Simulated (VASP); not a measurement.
Runs of VASP 6.6.1 on TiCo. The structure is that of space group Pm-3m (No. 221), or close to it. The cells are those of the table. 

```tsv
task	cell	k mesh	cutoff (eV)	smearing	gap on the mesh (eV)	pressure (GPa)	moment (μB)
relaxation of cell and atoms	relaxed to 50 GPa from a = 2.792 Å, 2 atoms	16 × 16 × 16	600	gaussian 0.1 eV	none	50.0	0.23
single point	a = 2.986 Å, 2 atoms	18 × 18 × 18	520	gaussian 0.1 eV	none	(b)	0.86
relaxation of cell and atoms	relaxed to 1 GPa from a = 2.976 Å, 2 atoms	14 × 14 × 14	600	gaussian 0.1 eV	none	1.0	0.86
single point	a = 2.986 Å, 2 atoms	20 × 20 × 20	520	gaussian 0.15 eV	none	-0.7	0.84
relaxation of cell and atoms	relaxed to -1 GPa from a = 2.995 Å, 2 atoms	14 × 14 × 14	600	gaussian 0.1 eV	none	-1.0	(a)
```

Alike in all rows: level PBE; potentials or basis VASP PAW PBE potentials, release 64 (Ti_sv, Co); spin collinear, ferromagnetic start.

Question: Estimate the missing entries.

Answer: (a) 0.88; (b) -0.6.

Caveats: the cell is relaxed towards a set pressure, so the run minimises the enthalpy, not the energy (at least some runs); the relaxation stopped at its first step, so nothing moved (at least some runs).

A gap of «none» marks levels without a gap at the run's occupations.
